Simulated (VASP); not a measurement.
Runs of VASP 6.6.1 on Si. The structure is that of space group Fm-3m (No. 225), or close to it. The cells are those of the table. This isn't the form of Si at room conditions, which is diamond.

```csv
cell,gap on the mesh (eV),pressure (GPa)
"a = 2.408 Å, angles 60.0°, 1 atom",none,72.5
"a = 2.338 Å, angles 60.0°, 1 atom",none,(a)
"a = 2.362 Å, angles 60.0°, 1 atom",none,94.6
"a = 2.385 Å, angles 60.0°, 1 atom",none,(b)
"a = 2.314 Å, angles 60.0°, 1 atom",none,124.3
```

Alike in all rows: task single point; level PBE; potentials or basis VASP PAW PBE potentials, release 64 (Si); no spin polarisation; k mesh 15 × 15 × 15; cutoff (eV) 500; smearing fermi-dirac 0.15 eV.

Question: Fill in the values left out.

Answer: (a) 108.3; (b) 82.8.

Caveats: the cell stands under pressure.

A gap of «none» marks levels without a gap at the run's occupations.
